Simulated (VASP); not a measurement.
Set up this calculation in VASP 6.6.1, as the native input.

```yaml
Task: electric field gradients
Functional: PBEsol
Potentials_or_basis: VASP PAW PBE potentials, release 64 (K_sv, I)
Cutoff: 400 eV
k_mesh: 8 × 8 × 8
Occupations: fermi-dirac, width 0.01 eV
Spin: no spin polarisation
Dipole_correction: no
Further_INCAR_settings: ALGO = Normal; EDIFF = 1e-08; NBANDS = 15
```

The structure of KI lies in POSCAR:

```
KI
1.0
    0.0000000000      3.5950410000      3.5245500000
    3.5950410000      0.0000000000      3.5245500000
    3.5950410000      3.5950410000      0.0000000000
K I
1 1
Direct
    0.0000000000      0.0000000000      0.0000000000
    0.5000000000      0.5000000000      0.5000000000
```

This cell differs from its parent crystal: equal xx and yy strain of +2 %.

One way to write it, as run:

INCAR

```
SYSTEM = KI
PREC = Accurate ; ENCUT = 400
EDIFF = 1E-8 ; ISMEAR = -1
SIGMA = 0.01 ; LREAL = .FALSE.
LASPH = .TRUE. ; NELM = 120
ALGO = Normal ; ISIF = 2
LWAVE = .FALSE. ; LCHARG = .FALSE.
GGA = PS ; LEFG = .TRUE.
NBANDS = 15 ; GGA_COMPAT = .FALSE.
```

KPOINTS

```
Automatic mesh
0
G
  8 8 8
  0 0 0
```

Potentials or basis: VASP PAW PBE potentials, release 64 (K_sv, I).

Run with:

```sh
$ cat potpaw_PBE.64/K_sv/POTCAR potpaw_PBE.64/I/POTCAR > POTCAR
$ mpirun -np 1 vasp_std > vasp.out
```

Results of the run:

```json
{"Pressure": "-0.6 GPa", "Band gap on the k mesh": "3.75 eV", "Largest electric field gradient by atom": "K -2.6; I -3.4 V/Å²"}
```

Caveat: the cell differs from its parent crystal (equal xx and yy strain of +2 %); without QUAD_EFG the Cq values of the log hold for a quadrupole moment of 1 mb, not for the nuclei; the PAW data sets were made with another functional, which shifts forces and pressure a little; spin-orbit coupling is left out, which moves the levels of the heavy elements.

It took 55 s on 1 thread of Intel Xeon 8259CL (shared host), peak memory 0.24 GiB.
